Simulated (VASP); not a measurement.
Ta2C, 3 atoms in the cell. The structure is trigonal, space group P-3m1 (No. 164). The conventional cell has a = 3.048 Å, b = 3.048 Å, c = 4.843 Å, α = 90.00°, β = 90.00°, γ = 120.00°. Within 2.9 Å of Ta (site symmetry 3m) lie 3 C at 2.15 Å. Within 2.9 Å of C (site symmetry -3m) lie 6 Ta at 2.15 Å.  This cell differs from its parent crystal: equal strain along all axes, cell held: -2.0 %, then relaxed in part.

| Quantity | Value |
| --- | --- |
| Program | VASP 6.6.1 |
| Task | single point |
| Functional | r2SCAN |
| Potentials or basis | VASP PAW PBE potentials, release 64 (Ta_pv, C) |
| Cutoff | 520 eV |
| k mesh | 18 × 18 × 10 |
| Occupations | gaussian, width 0.1 eV |
| Spin | no spin polarisation |
| Dipole correction | no |
| Further INCAR settings | ALGO = Normal; EDIFF = 1e-06; NBANDS = 20 |

Potentials or basis: VASP PAW PBE potentials, release 64 (Ta_pv, C).

Run with:

```bash
$ cat potpaw_PBE.64/Ta_pv/POTCAR potpaw_PBE.64/C/POTCAR > POTCAR
$ cp INCAR.step1 INCAR
$ mpirun -np 1 vasp_std > vasp.out
$ cp INCAR.step2 INCAR
$ mpirun -np 1 vasp_std > vasp.out
```

Hardware: 1 thread of Intel(R) Xeon(R) 6975P-C (Granite Rapids), with other jobs on the host.

Question: Estimate the wall time of this run.

Answer: Run time: 4 min on 1 thread of Intel(R) Xeon(R) 6975P-C (Granite Rapids), with other jobs on the host, peak memory 0.35 GiB. Counts: k points 330.
